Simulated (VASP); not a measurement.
**Mg13Cd3O16: single point with PBEsol**

Mg13Cd3O16:

```xyz
64
Lattice="8.6589 0.0000 0.0000 0.0000 8.6589 0.0000 0.0000 0.0000 8.6589" Properties=species:S:1:pos:R:3 pbc="T T T"
O     2.1322    0.1271    8.6503
O     2.0275    0.1411    4.3566
O     2.1374    4.1884    8.5479
O     2.1289    4.1986    4.4507
O     6.5119    0.0255    8.6562
O     6.5996    0.0304    4.3401
O     6.5008    4.3021    8.6447
O     6.5104    4.3055    4.3505
O     8.6264    2.1763    0.0065
O     8.6263    2.2020    4.3303
O     8.5303    6.4867    0.0045
O     8.5325    6.4818    4.3284
O     4.3484    2.1822    0.0051
O     4.3451    2.2768    4.3314
O     4.4528    6.4668    0.0070
O     4.4591    6.3712    4.3305
O     8.6486    8.5353    2.1468
O     8.6588    8.5274    6.5162
O     8.5484    4.4764    2.1632
O     8.6434    4.4634    6.5048
O     4.3481    8.6315    2.0537
O     4.3285    8.6253    6.6094
O     4.4313    4.3544    2.1473
O     4.3415    4.3504    6.5157
O     2.3137    2.0534    2.1761
O     2.3024    2.1402    6.4984
O     2.2181    6.6327    2.1758
O     2.2075    6.5089    6.4980
O     6.3752    2.1477    2.1698
O     6.3700    2.1523    6.4924
O     6.4725    6.5180    2.1707
O     6.4721    6.5019    6.4955
Mg    8.6347    8.6371    0.0010
Mg    8.6378    8.6350    4.3363
Mg    8.6132    4.3512    8.6386
Mg    8.6151    4.3541    4.3588
Mg    4.3550    0.0144    0.0023
Mg    4.3763    4.3143    8.6454
Mg    4.3759    4.3182    4.3547
Mg    2.2168    2.1514    8.6417
Mg    2.1975    2.1675    4.3557
Mg    6.4590    2.1633    0.0011
Mg    6.4703    2.1792    4.3355
Mg    6.4896    6.4958    0.0005
Mg    6.4996    6.4793    4.3360
Mg    2.1643    0.0229    2.1414
Mg    2.1657    0.0170    6.5216
Mg    2.1863    4.3088    6.5004
Mg    6.4919    8.6522    2.1484
Mg    6.4899    8.6466    6.5143
Mg    6.4812    4.3428    2.1675
Mg    6.4766    4.3425    6.4992
Mg    8.5757    6.5130    2.1672
Mg    8.6022    6.4956    6.5010
Mg    4.3516    2.1679    2.1488
Mg    4.3376    2.1827    6.5167
Mg    4.3917    6.4952    2.1453
Mg    4.3710    6.4762    6.5216
Cd    4.3264    0.0036    4.3307
Cd    2.1595    6.4964    0.0023
Cd    2.1508    6.4936    4.3406
Cd    2.1695    4.3193    2.1705
Cd    0.0002    2.1582    2.1697
Cd    0.0079    2.1633    6.4968
```

```
Program             : VASP 6.6.1
Task                : single point
Functional          : PBEsol
Potentials or basis : VASP PAW PBE potentials, release 64 (O, Mg, Cd)
Cutoff              : 520 eV
k mesh              : 1 × 1 × 1, shifted
Occupations         : fermi-dirac, width 0.05 eV
Spin                : no spin polarisation
```

```yaml
Pressure: 0.1 GPa
Largest_force: 0.124 eV/Å
Band_gap_on_the_k_mesh: 3.43 eV, indirect (the least direct gap lies 0.9 meV higher)
```

Forces in eV/Å, atoms in the order of the input:
```
O   -0.012  0.075 -0.011
O   -0.082  0.081 -0.006
O    0.018 -0.058 -0.063
O   -0.004 -0.078  0.096
O   -0.003 -0.003 -0.003
O    0.077 -0.006 -0.011
O    0.006  0.002  0.004
O   -0.001 -0.004 -0.004
O   -0.002  0.003 -0.001
O   -0.008  0.008  0.001
O   -0.065  0.004  0.018
O   -0.070  0.009  0.016
O   -0.005 -0.003 -0.001
O   -0.011  0.079 -0.012
O    0.068 -0.009 -0.013
O    0.080 -0.082 -0.007
O    0.017 -0.074  0.015
O    0.010 -0.071  0.015
O   -0.085  0.076 -0.009
O   -0.009  0.067 -0.015
O    0.011  0.005 -0.072
O   -0.010 -0.011  0.077
O    0.075 -0.001 -0.012
O   -0.006 -0.001 -0.005
O    0.074 -0.099 -0.008
O    0.068 -0.009 -0.016
O    0.002  0.077 -0.014
O    0.009  0.000 -0.001
O   -0.073  0.011  0.018
O   -0.068  0.008  0.014
O   -0.001 -0.003  0.000
O    0.000  0.003  0.001
Mg  -0.004 -0.005 -0.002
Mg  -0.004 -0.008 -0.002
Mg  -0.011  0.003 -0.003
Mg  -0.008  0.003  0.009
Mg   0.007  0.006 -0.001
Mg   0.008 -0.003 -0.003
Mg   0.007 -0.004  0.006
Mg   0.011 -0.004 -0.003
Mg   0.007 -0.001  0.008
Mg  -0.009  0.000 -0.003
Mg  -0.006  0.005 -0.002
Mg   0.000  0.002  0.000
Mg   0.002 -0.002  0.000
Mg  -0.003  0.006 -0.003
Mg  -0.001  0.006  0.007
Mg   0.007 -0.005 -0.002
Mg  -0.003 -0.004 -0.003
Mg  -0.001 -0.005  0.009
Mg  -0.003  0.003  0.000
Mg  -0.003  0.003  0.000
Mg  -0.009  0.003 -0.002
Mg  -0.008 -0.001 -0.004
Mg   0.007 -0.002 -0.004
Mg  -0.001  0.005  0.008
Mg   0.013  0.000 -0.001
Mg   0.008 -0.003  0.007
Cd  -0.006 -0.004 -0.002
Cd  -0.002 -0.004  0.001
Cd  -0.002 -0.002 -0.003
Cd  -0.005  0.007  0.000
Cd   0.010  0.005 -0.002
Cd   0.005  0.001  0.000
```

Stress tensor (GPa, compression positive):
```
 0.02 -0.30 -0.04
-0.30 -0.03  0.01
-0.04  0.01  0.33
```

Levels at points of the mesh, in eV from the valence-band top:
| k point | band 156 | band 157 | band 158 | band 159 | band 160 | band 161 |
| --- | --- | --- | --- | --- | --- | --- |
| (0.25, 0.25, 0.25) | -0.39 | -0.05 | 0.00 | 3.43 | 4.44 | 5.08 |

Run time: 20 min on 1 thread of Intel Xeon 6975P-C, with other jobs on the host, peak memory 0.77 GiB.

Caveat: the k points lie up to 0.73 Å⁻¹ apart; the PAW data sets were made with another functional, which shifts forces and pressure a little. Expect the measured gap to be larger: semilocal functionals such as PBEsol lack the derivative discontinuity.
